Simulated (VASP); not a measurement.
Write the native input for VASP 6.6.1 that does the following.

```yaml
Task: single point
Functional: PBE
Potentials_or_basis: VASP PAW PBE potentials, release 64 (Sc_sv)
Cutoff: 520 eV
k_mesh: 15 × 15 × 14
Occupations: fermi-dirac, width 0.1 eV
Spin: no spin polarisation
Dipole_correction: no
Further_INCAR_settings: ALGO = Normal; EDIFF = 1e-07; NBANDS = 12
```

The structure of Sc lies in POSCAR:

```
Sc
1.0
    3.1333127725      0.0000000000      0.0000000000
   -1.5666563862      2.7135284590      0.0000000000
    0.0000000000      0.0000000000      2.9814446682
Sc
1
Direct
    0.0000000000      0.0000000000      0.0000000000
```

The input as run:

INCAR

```
  PREC = Accurate
  ENCUT = 520
  EDIFF = 1E-7
  ISMEAR = -1
  SIGMA = 0.1
  LREAL = F
  LASPH = T
  NELM = 60
  ALGO = Normal
  ISIF = 2
  LWAVE = F
  LCHARG = F
  GGA = PE
  NBANDS = 12
```

KPOINTS

```
regular mesh
0
Gamma
  15 15 14
```

Potentials or basis: VASP PAW PBE potentials, release 64 (Sc_sv).

Launch:

```sh
$ cat potpaw_PBE.64/Sc_sv/POTCAR > POTCAR
$ mpirun -np 1 vasp_std > vasp.out
```

It gave:

```yaml
Pressure: 0.0 GPa
```

Wall time 28 s on 1 thread of Intel(R) Xeon(R) Platinum 8259CL CPU @ 2.50GHz (Skylake/Cascade Lake) (shared host), peak memory 0.18 GiB.
